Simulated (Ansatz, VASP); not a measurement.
# Two plane-wave programs on MgCdF4

```
Mg Cd F
1.0
     3.45518    0.00000    0.00000
    -1.72759    2.99227    0.00000
     0.00000    0.00000    7.38646
Mg Cd F
1 1 4
Direct
  0.00000 0.00000 0.50000
  0.00000 0.00000 0.00000
  0.33333 0.66667 0.74077
  0.33333 0.66667 0.25923
  0.66667 0.33333 0.74077
  0.66667 0.33333 0.25923
```

Change from the starting cell: species swapped into the TiNbB4 type (P6/mmm, No. 191).

Alike in both runs: task relaxation of cell and atoms; functional PBE; k mesh 6 × 6 × 4; occupations gaussian, width 0.1 eV; no spin polarisation.

|  | VASP | Ansatz |
| --- | --- | --- |
| version | VASP 6.6.1 | Ansatz 0.2.0 |
| potentials or method | VASP PAW PBE potentials, release 64 (Mg, Cd, F), cutoff 600 eV | scalar-relativistic, plane waves, PAW |
| valence electrons in the cell | 42 | 58 |

```csv
,VASP,Ansatz,Ansatz less VASP
"gap on the k mesh at the Fermi level, each at its own relaxed structure (eV)",none,none,-
relaxed volume (Å³/atom),11.65,11.64,-0.017
relaxed length of the cell vector where the two differ most in proportion (Å),5.597,5.583,-0.0144
```

A gap of «none» marks a metal or a gap that the smearing closes. VASP's potentials hold 42 valence electrons a cell and Ansatz's 58, so a difference there can come from the potentials and not from the codes.
